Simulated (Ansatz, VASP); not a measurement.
## AlN in VASP and in Ansatz

```
Al N
1.0
     0.00000    2.18869    2.18869
     2.18869    0.00000    2.18869
     2.18869    2.18869    0.00000
Al N
1 1
Direct
  0.00000 0.00000 0.00000
  0.25000 0.25000 0.25000
```

Alike in both runs: task single point; functional PBEsol; k mesh 6 × 6 × 6; occupations gaussian, width 0.02 eV; no spin polarisation.

|  | VASP | Ansatz |
| --- | --- | --- |
| version | VASP 6.6.1 | Ansatz 0.2.0 |
| potentials or method | VASP PAW PBE potentials, release 64 (Al, N), cutoff 600 eV | scalar-relativistic, plane waves, PAW |
| valence electrons in the cell | 8 | 8 |

|  | VASP | Ansatz | Ansatz less VASP |
| --- | --- | --- | --- |
| gap on the k mesh at the Fermi level (eV) | 3.18 | 3.19 | +0.008 |
| least direct gap on the mesh (eV) | 4.08 | 4.06 | -0.016 |
| pressure (GPa) | -0.1 | 0.0 | +0.13 |

VASP's potentials were made for PBE, not for PBEsol, and Ansatz warns of the same on its side.
